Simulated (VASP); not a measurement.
Wanted: the native input for a VASP 6.6.1 run.

```
Task                   : single point
Functional             : PBE
Potentials or basis    : VASP PAW PBE potentials, release 64 (Ho_3, O), 4f in core
Cutoff                 : 600 eV
k mesh                 : 4 × 4 × 4
Occupations            : gaussian, width 0.1 eV
Spin                   : no spin polarisation
Dipole correction      : no
Mended                 : yes
Further INCAR settings : ALGO = Normal; EDIFF = 1e-06; NBANDS = 22
```

The structure of HoO3 lies in POSCAR:

```
HoO3
1.0
    3.4096256922      0.0000000000      0.0000000000
    0.0000000000      3.4096256922      0.0000000000
    0.0000000000      0.0000000000      4.2230392838
Ho O
1 3
Direct
    0.0000000000      0.0000000000      0.5000000000
    0.5000000000      0.5000000000      0.0000000000
    0.0000000000      0.0000000000      0.0000000000
    0.5000000000      0.5000000000      0.5000000000
```

The cell was built from a structure type or drawn by symmetry, and may not be a known phase.

These files were run (other wordings do the same):

INCAR

```
PREC = Accurate
ENCUT = 600
EDIFF = 1E-6
ISMEAR = 0
SIGMA = 0.1
LREAL = False
LASPH = True
NELM = 200
ALGO = Normal
ISIF = 2
LWAVE = False
LCHARG = False
GGA = PE
NBANDS = 22
GGA_COMPAT = False
LMAXMIX = 6
```

KPOINTS

```
Automatic mesh
0
Gamma
  4 4 4
```

Potentials or basis: VASP PAW PBE potentials, release 64 (Ho_3, O), 4f in core.

The run is started by

```sh
$ cat potpaw_PBE.64/Ho_3/POTCAR potpaw_PBE.64/O/POTCAR > POTCAR
$ mpirun -np 1 vasp_std > vasp.out
```

It gave:

| Property | Result |
| --- | --- |
| Pressure | 0.9 GPa |
| Band gap on the k mesh | zero (an odd number of electrons rules out a gap without spin polarisation) |

Caveat: the k points lie up to 0.46 Å⁻¹ apart, too coarse for converged energies and pressures of a metal; spin-orbit coupling is left out, which moves the levels of the heavy elements; the 4f electrons are frozen in the core, so they carry no moment and show no levels; an odd number of electrons without spin polarisation forces a metal; a magnetic or distorted state may lie lower; the run has no spin polarisation, though such a crystal can be magnetic.

Run time: 16 s on 1 thread of Intel(R) Xeon(R) 6975P-C (Granite Rapids), with other jobs on the host, peak memory 0.18 GiB.
